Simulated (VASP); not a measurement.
# P (C2/m) in VASP: further runs

The runs below take P through single point, with PBEsol.

Program: VASP 6.6.1. These are calculated values, not measurements. Logs are shortened: lines on timing, memory, paths and dates and some standing lists are left out, and cuts for length are marked.

## Step 1: The cell of the first run

The structure is monoclinic, space group C2/m (No. 12). Conventional cell: a = 9.259 Å, b = 8.171 Å, c = 5.162 Å, α = 90.00°, β = 90.50°, γ = 90.00°. Within 2.9 Å of P (site symmetry m) lie 3 P at 2.18 to 2.26 Å. Within 2.9 Å of P (site symmetry m) lie 3 P at 2.18 to 2.19 Å. P (site symmetry 1) has 3 P at 2.19 to 2.26 Å within 2.9 Å.

## Step 2: Single point, PBEsol (strain +0.025 along x and y, -0.025 along z)

INCAR

```
ALGO = Normal
EDIFF = 1E-6
ENCUT = 520
GGA = PS
ISIF = 2
ISMEAR = 0
LASPH = T
LCHARG = F
LREAL = F
LWAVE = F
NBANDS = 30
NELM = 80
PREC = Accurate
SIGMA = 0.05
```

KPOINTS

```
k-points
0
Gamma
  6 6 6
```

POSCAR

```
P
1.0
    4.6294112731     -4.0855502189     -0.0094185371
    4.6294112731      4.0855502189     -0.0094185371
   -0.0342585451      0.0000000000      5.1619054080
P
8
Direct
    0.8512742797      0.8512742797      0.2375644293
    0.1487257203      0.1487257203      0.7624355707
    0.7191783959      0.7191783959      0.5855434286
    0.2808216041      0.2808216041      0.4144565714
    0.5015958456      0.7783891987      0.2493767515
    0.2216108013      0.4984041544      0.7506232485
    0.4984041544      0.2216108013      0.7506232485
    0.7783891987      0.5015958456      0.2493767515
```

Potentials or basis: VASP PAW PBE potentials, release 64 (P).

On the command line:

```sh
$ cat potpaw_PBE.64/P/POTCAR > POTCAR
$ mpirun -np 1 vasp_std > vasp.out
```

OUTCAR:

```text
EDIFF = 1E-6
   ENCUT = 520
   GGA = PS
   ISIF = 2
   ISMEAR = 0
   LASPH = T
   LREAL = F
   NELM = 80
   PREC = Accurate

 ion  position               nearest neighbor table
   1  0.851  0.851  0.238-   3 2.18   5 2.26   8 2.26
   2  0.149  0.149  0.762-   4 2.18   6 2.26   7 2.26
   3  0.719  0.719  0.586-   1 2.18   5 2.19   8 2.19
   4  0.281  0.281  0.414-   2 2.18   6 2.19   7 2.19
   5  0.502  0.778  0.249-   3 2.19   1 2.26   8 2.26
   6  0.222  0.498  0.751-   4 2.19   2 2.26   7 2.26
   7  0.498  0.222  0.751-   4 2.19   2 2.26   6 2.26
   8  0.778  0.502  0.249-   3 2.19   1 2.26   5 2.26

  LATTYP: Found a base centered monoclinic cell.
 ALAT       =     9.2588417082
 B/A-ratio  =     0.8825186449
 C/A-ratio  =     0.5575232036
 COS(beta)  =    -0.0086710932

  Lattice vectors:

 A1 = (   4.6294112731,  -4.0855502189,  -0.0094185371)
 A2 = (   4.6294112731,   4.0855502189,  -0.0094185371)
 A3 = (  -0.0342585451,   0.0000000000,   5.1619054080)

Analysis of symmetry for initial positions (statically):
=====================================================================
 Subroutine PRICEL returns:
 Original cell was already a primitive cell.

 Routine SETGRP: Setting up the symmetry group for a
 base centered monoclinic supercell.

 Subroutine GETGRP returns: Found  4 space group operations
 (whereof  4 operations were pure point group operations)
 out of a pool of  4 trial point group operations.

The static configuration has the point symmetry C_2h.

Analysis of symmetry for dynamics (positions and initial velocities):
=====================================================================
 Subroutine PRICEL returns:
 Original cell was already a primitive cell.

 Routine SETGRP: Setting up the symmetry group for a
 base centered monoclinic supercell.

 Subroutine GETGRP returns: Found  4 space group operations
 (whereof  4 operations were pure point group operations)
 out of a pool of  4 trial point group operations.

The dynamic configuration has the point symmetry C_2h.

 Subroutine INISYM returns: Found  4 space group operations
 (whereof  4 operations are pure point group operations),
 and found     1 'primitive' translations

----------------------------------------------------------------------------------------

                                     Primitive cell

  volume of cell :     195.2587

  direct lattice vectors                    reciprocal lattice vectors
     4.629411273 -4.085550219 -0.009418537     0.108006552 -0.122382537  0.000716818
     4.629411273  4.085550219 -0.009418537     0.108006552  0.122382537  0.000716818
    -0.034258545  0.000000000  5.161905408     0.000394143  0.000000000  0.193729529

  length of vectors
     6.174403456  6.174403456  5.162019090     0.163228106  0.163228106  0.193729930

  position of ions in fractional coordinates (direct lattice)
     0.851274280  0.851274280  0.237564429
     0.148725720  0.148725720  0.762435571
     0.719178396  0.719178396  0.585543429
     0.280821604  0.280821604  0.414456571
     0.501595846  0.778389199  0.249376752
     0.221610801  0.498404154  0.750623248
     0.498404154  0.221610801  0.750623248
     0.778389199  0.501595846  0.249376752

  ion indices of the primitive-cell ions
   primitive index   ion index
                 1           1
                 2           2
                 3           3
                 4           4
                 5           5
                 6           6
                 7           7
                 8           8

----------------------------------------------------------------------------------------

 KPOINTS: k-points

Automatic generation of k-mesh.
 Grid dimensions read from file:
 generate k-points for:    6    6    6

 Generating k-lattice:

  Cartesian coordinates                     Fractional coordinates (reciprocal lattice)
     0.018001092 -0.020397089  0.000119470     0.166666667 -0.000000000  0.000000000
     0.018001092  0.020397089  0.000119470    -0.000000000  0.166666667  0.000000000
     0.000065690  0.000000000  0.032288255     0.000000000  0.000000000  0.166666667

  Length of vectors
     0.027204684  0.027204684  0.032288322

  Shift w.r.t. Gamma in fractional coordinates (k-lattice)
     0.000000000  0.000000000  0.000000000

 Subroutine IBZKPT returns following result:
 ===========================================

 Found     68 irreducible k-points:

 Following reciprocal coordinates:
            Coordinates               Weight
  0.000000  0.000000  0.000000      1.000000
  0.166667 -0.000000 -0.000000      4.000000
  0.333333  0.000000 -0.000000      4.000000
  0.500000  0.000000 -0.000000      2.000000
  0.166667  0.166667 -0.000000      2.000000
  0.333333  0.166667 -0.000000      4.000000
[... 16 lines left out ...]
 -0.333333  0.166667  0.166667      4.000000
 -0.166667  0.166667  0.166667      4.000000
 [... further k-points ...]
   k-points           NKPTS =     68   k-points in BZ     NKDIM =     68   number of bands    NBANDS=     30
   number of dos      NEDOS =    301   number of ions     NIONS =      8
   total plane-waves  NPLWV =  92160
   dimension x,y,z NGX =    48 NGY =   48 NGZ =   40
   dimension x,y,z NGXF=    96 NGYF=   96 NGZF=   80
   ions per type =               8
   NGX,Y,Z   is equivalent  to a cutoff of  12.92, 12.92, 12.88 a.u.
   NGXF,Y,Z  is equivalent  to a cutoff of  25.85, 25.85, 25.76 a.u.
 SYSTEM =  unknown system
   PREC   = accura    normal or accurate (medium, high low for compatibility)
   ISTART =      0    job   : 0-new  1-cont  2-samecut
   ICHARG =      2    charge: 1-file 2-atom 10-const
   ISPIN  =      1    spin polarized calculation?
   LNONCOLLINEAR =      F non collinear calculations
   LSORBIT =      F    spin-orbit coupling
   LASPH  =      T    aspherical Exc in radial PAW
   ENCUT  =  520.0 eV  38.22 Ry    6.18 a.u.  11.48 11.48  9.60*2*pi/ulx,y,z
   NELM   =     80;   NELMIN=  2; NELMDL= -5     # of ELM steps
   EDIFF  = 0.1E-05   stopping-criterion for ELM
   LREAL  =      F    real-space projection
   EDIFFG = 0.1E-04   stopping-criterion for IOM
   NSW    =      0    number of steps for IOM
   IBRION =     -1    ionic relax: 0-MD 1-quasi-New 2-CG
   NFREE  =      0    steps in history (QN), initial steepest desc. (CG)
   ISIF   =      2    stress and relaxation
   ISYM   =      2    0-nonsym 1-usesym 2-fastsym
   POTIM  = 0.5000    time-step for ionic-motion
   TEBEG  =    0.0;   TEEND  =   0.0 temperature during run
   PSTRESS=    0.0 pullay stress
   NELECT =      40.0000    total number of electrons
   NUPDOWN=      -1.0000    fix difference up-down
   EMIN   =  10.00;   EMAX   =-10.00  energy-range for DOS
   EFERMI =   0.00;   METHOD = LEGACY
   ISMEAR =     0;   SIGMA  =   0.05  broadening in eV -4-tet -1-fermi 0-gaus
   EFERMI_NEDOS =   21; number of points for ismear=-14 and -15
   IALGO  =     38    algorithm
   IMIX   =      4    mixing-type and parameters
     AMIX     =   0.40;   BMIX     =  1.00
     AMIX_MAG =   1.60;   BMIX_MAG =  1.00
  volume/ion in A,a.u.               =      24.41       164.71
  Fermi-wavevector in a.u.,A,eV,Ry     =   0.965068  1.823714 12.671876  0.931357
  Thomas-Fermi vector in A             =   2.094753
   LORBIT       =      0    0 simple, 1 ext, 2 COOP (PROOUT), +10 PAW based schemes
   GGA     = PS    functional components
   LHFCALC =     F    Hartree Fock is set to
   AEXX    =    0.0000 exact exchange contribution
   IVDW    =     0    specifies the selected vdW correction
   LEPSILON=     F    determine dielectric tensor
   LRPA    =     F    only Hartree local field effects (RPA)
 non-spin polarized calculation
 Gauss-broadening in eV      SIGMA  =   0.05
  energy-cutoff  :      520.00
  volume of cell :      195.26
 maximum number of plane-waves:      5295
 NGX is ok and might be reduce to    48
   NGX = 23   NGY = 23   NGZ = 19

 number of electron      40.0000005 magnetization

 Free energy of the ion-electron system (eV)
  ---------------------------------------------------
  ext. energy  EPLUGINS =         0.00000000
  ---------------------------------------------------
  free energy    TOTEN  =       -44.35088213 eV

  energy without entropy =      -44.35088213  energy(sigma->0) =      -44.35088213

 E-fermi :   2.6020     XC(G=0):  -8.7947

 val. band max:        2.3629808206   @ k =   0.5000   0.0000   0.5000
 cond. band min:       4.4797122185   @ k =   0.0000   0.0000   0.0000
 fundamental gap:      2.1167313979
 Fermi energy:         2.6019540222

 k-point     1 :       0.0000    0.0000    0.0000
  band No.  band energies     occupation
      1     -12.0636      2.00000
      2     -11.6484      2.00000
      3      -5.7944      2.00000
      4      -5.6276      2.00000
      5      -5.1886      2.00000
      6      -5.1300      2.00000
[... 22 lines left out ...]
     29       8.1365      0.00000
     30       8.9403      0.00000

 k-point     2 :       0.1667   -0.0000   -0.0000
  band No.  band energies     occupation
      1     -12.0382      2.00000
      2     -11.6729      2.00000
      3      -5.7962      2.00000
      4      -5.6339      2.00000
      5      -5.2384      2.00000
      6      -5.1626      2.00000
[... 22 lines left out ...]
     29       7.8588      0.00000
     30       8.6199      0.00000

 k-point     3 :       0.3333    0.0000   -0.0000
  band No.  band energies     occupation
      1     -11.9718      2.00000
      2     -11.7377      2.00000
      3      -5.8163      2.00000
      4      -5.5985      2.00000
      5      -5.3704      2.00000
      6      -5.2247      2.00000
[... 22 lines left out ...]
     29       7.5738      0.00000
     30       8.0032      0.00000

 k-point     4 :       0.5000    0.0000   -0.0000
  band No.  band energies     occupation
      1     -11.9161      2.00000
      2     -11.7926      2.00000
      3      -5.8170      2.00000
      4      -5.6036      2.00000
      5      -5.3863      2.00000
      6      -5.2859      2.00000
[... 22 lines left out ...]
     29       7.6022      0.00000
     30       8.1167      0.00000

 k-point     5 :       0.1667    0.1667   -0.0000
  band No.  band energies     occupation
      1     -12.0271      2.00000
      2     -11.6788      2.00000
      3      -5.9308      2.00000
      4      -5.5375      2.00000
      5      -5.3939      2.00000
      6      -5.0073      2.00000
[... 22 lines left out ...]
     29       7.8365      0.00000
     30       8.0874      0.00000
[... 526 lines left out ...]
     29       7.3887      0.00000
     30       7.7675      0.00000

 k-point    22 :       0.5000    0.1667    0.1667
  band No.  band energies     occupation
      1     -11.8845      2.00000
      2     -11.7799      2.00000
      3      -5.9680      2.00000
      4      -5.7281      2.00000
      5      -5.3435      2.00000
      6      -5.2286      2.00000
[... 22 lines left out ...]
     29       7.2040      0.00000
     30       8.0970      0.00000

 k-point    23 :      -0.3333    0.1667    0.1667
  band No.  band energies     occupation
      1     -11.9084      2.00000
      2     -11.7613      2.00000
      3      -5.8930      2.00000
      4      -5.6377      2.00000
      5      -5.5281      2.00000
      6      -5.1299      2.00000
[... 22 lines left out ...]
     29       7.4509      0.00000
     30       7.8609      0.00000

 k-point    24 :      -0.1667    0.1667    0.1667
  band No.  band energies     occupation
      1     -11.9734      2.00000
      2     -11.7022      2.00000
      3      -5.7664      2.00000
      4      -5.6712      2.00000
      5      -5.4418      2.00000
      6      -5.1971      2.00000
[... 22 lines left out ...]
     29       7.5586      0.00000
     30       8.1006      0.00000

 [... further k-points ...]
[... 5 lines left out ...]
  --------------------------------------------------------------------------------------
  -------------------------------------------------------------------------------------
  Total       -3.9229978     -4.0715915      2.5404354      0.0000000      0.0000000      0.0994449
  in kB      -32.1897912    -33.4090623     20.8453043      0.0000000      0.0000000      0.8159857
  external PRESSURE =     -14.9178497 kB  Pullay stress =       0.0000000 kB

 VOLUME and BASIS-vectors are now :
 -----------------------------------------------------------------------------
  energy-cutoff  :      520.00
  volume of cell :      195.26
      direct lattice vectors                 reciprocal lattice vectors
     4.629411273 -4.085550219 -0.009418537     0.108006552 -0.122382537  0.000716818
     4.629411273  4.085550219 -0.009418537     0.108006552  0.122382537  0.000716818
    -0.034258545  0.000000000  5.161905408     0.000394143  0.000000000  0.193729529

 POSITION                                       TOTAL-FORCE (eV/Angst)
 -----------------------------------------------------------------------------------
      7.87366      0.00000      1.21025        -0.903299      0.000000     -0.181568
      1.35091      0.00000      3.93282         0.903299      0.000000      0.181568
      6.63869      0.00000      3.00897        -0.030235      0.000000      0.592700
      2.58588      0.00000      2.13410         0.030235      0.000000     -0.592700
      5.91703      1.13085      1.27520         0.469078     -0.808209     -0.156254
      3.30753      1.13085      3.86786        -0.469078     -0.808209      0.156254
      3.30753     -1.13085      3.86786        -0.469078      0.808209      0.156254
      5.91703     -1.13085      1.27520         0.469078      0.808209     -0.156254
 -----------------------------------------------------------------------------------
    total drift:                                0.000000     -0.000000      0.000000

  FREE ENERGIE OF THE ION-ELECTRON SYSTEM (eV)
  ---------------------------------------------------
  free  energy   TOTEN  =       -44.3508821255 eV

  energy  without entropy=      -44.3508821255  energy(sigma->0) =      -44.35088213
```

It took 5.4 min on 1 thread of Intel Xeon Platinum 8488C (Sapphire Rapids), shared host; peak memory 0.44 GiB.

What came out:

```
Free energy            : -44.3509 eV
Pressure               : -1.5 GPa
Largest force          : 0.947 eV/Å
Band gap on the k mesh : 2.12 eV (least direct gap 2.46 eV)
```

Forces in eV/Å, atoms in the order of the input:
```
P   -0.903  0.000 -0.182
P    0.903  0.000  0.182
P   -0.030  0.000  0.593
P    0.030  0.000 -0.593
P    0.469 -0.808 -0.156
P   -0.469 -0.808  0.156
P   -0.469  0.808  0.156
P    0.469  0.808 -0.156
```

Stress tensor (GPa, compression positive):
```
-3.22  0.00  0.08
 0.00 -3.34  0.00
 0.08  0.00  2.08
```

Levels at points of the mesh, in eV from the valence-band top:
```
           k point  band 17  band 18  band 19  band 20  band 21  band 22  band 23  band 24
(0.00, 0.00, 0.00)    -0.82    -0.81    -0.58    -0.53     2.12     2.99     3.10     3.20
(0.50, 0.00, 0.00)    -0.80    -0.67    -0.58    -0.44     2.77     2.89     3.33     3.38
(0.50, 0.50, 0.00)    -0.98    -0.82    -0.38    -0.31     2.46     3.04     3.16     3.20
(0.00, 0.00, 0.50)    -0.66    -0.65    -0.45    -0.36     3.55     3.76     3.84     4.24
(0.50, 0.00, 0.50)    -0.66    -0.53    -0.28     0.00     2.69     3.14     3.54     3.58
(0.50, 0.50, 0.50)    -0.91    -0.62    -0.47    -0.38     2.77     2.83     2.97     3.27
```

Caveat: the cell differs from its parent crystal (strain +0.025 along x and y, -0.025 along z); the stress differs along the axes, from -3 to 2 GPa; this functional lacks dispersion, which holds the molecules together, so the pressure and a relaxed volume are unreliable; the PAW data sets were made with another functional, which shifts forces and pressure a little.

## Step 3: Single point, PBEsol (strain +0.050 along x and y, -0.050 along z)

INCAR

```
SYSTEM = P
PREC     = Accurate       ! precision mode
ENCUT    = 520            ! plane-wave cutoff, eV
EDIFF    = 1E-6           ! SCF threshold, eV
ISMEAR   = 0              ! smearing method
SIGMA    = 0.05           ! smearing width, eV
LREAL    = .FALSE.        ! projectors in reciprocal space
LASPH    = .TRUE.         ! aspherical terms in the spheres
NELM     = 100            ! most SCF steps
ALGO     = Normal         ! electronic algorithm
ISIF     = 2              ! what is computed and relaxed
LWAVE    = .FALSE.        ! write WAVECAR
LCHARG   = .FALSE.        ! write CHGCAR
GGA      = PS             ! functional
NBANDS   = 30             ! bands
```

KPOINTS

```
Automatic mesh
0
G
  6 6 6
  0 0 0
```

Changes to POSCAR since step 2:

```diff
@@ -2,5 +2,5 @@
 1.0
-    4.6294112731     -4.0855502189     -0.0094185371
-    4.6294112731      4.0855502189     -0.0094185371
-   -0.0342585451      0.0000000000      5.1619054080
+    4.7423237432     -4.1851977852     -0.0091770362
+    4.7423237432      4.1851977852     -0.0091770362
+   -0.0350941193      0.0000000000      5.0295488591
 P
```

Potentials or basis: VASP PAW PBE potentials, release 64 (P).

On the command line:

```sh
$ cat potpaw_PBE.64/P/POTCAR > POTCAR
$ mpirun -np 1 vasp_std > vasp.out
```

Run time: 4.8 min. Hardware: 1 thread of Intel Xeon Platinum 8488C (Sapphire Rapids), shared host; peak memory 0.46 GiB.

Results (log left out):

```yaml
Free_energy: -43.9810 eV
Pressure: -2.3 GPa
Largest_force: 1.617 eV/Å
Band_gap_on_the_k_mesh: 2.11 eV (least direct gap 2.46 eV)
```

Forces in eV/Å, atoms in the order of the input:
```
P   -1.510  0.000 -0.404
P    1.510  0.000  0.404
P   -0.060  0.000  1.246
P    0.060  0.000 -1.246
P    0.793 -1.369 -0.335
P   -0.793 -1.369  0.335
P   -0.793  1.369  0.335
P    0.793  1.369 -0.335
```

Stress tensor (GPa, compression positive):
```
-5.45  0.00  0.12
 0.00 -5.70  0.00
 0.12  0.00  4.39
```

Levels at points of the mesh, in eV from the valence-band top:
```
           k point  band 16  band 17  band 18  band 19  band 20  band 21  band 22  band 23  band 24  band 25
(0.00, 0.00, 0.00)    -0.99    -0.84    -0.77    -0.53    -0.43     2.11     2.95     3.06     3.23     3.82
(0.50, 0.00, 0.00)    -1.18    -0.75    -0.64    -0.64    -0.41     2.70     2.79     3.15     3.31     3.79
(0.50, 0.50, 0.00)    -1.19    -0.98    -0.80    -0.40    -0.29     2.21     2.96     2.98     3.09     3.09
(0.00, 0.00, 0.50)    -1.28    -0.69    -0.36    -0.21    -0.16     3.32     3.78     3.88     4.02     4.41
(0.50, 0.00, 0.50)    -0.68    -0.66    -0.33    -0.12     0.00     2.53     3.00     3.31     3.44     4.02
(0.50, 0.50, 0.50)    -1.00    -0.97    -0.62    -0.19    -0.03     2.55     2.70     2.72     3.03     3.84
```

Caveat: the cell differs from its parent crystal (strain +0.050 along x and y, -0.050 along z); the stress differs along the axes, from -6 to 4 GPa; this functional lacks dispersion, which holds the molecules together, so the pressure and a relaxed volume are unreliable; the PAW data sets were made with another functional, which shifts forces and pressure a little. A k mesh can miss the band edges.
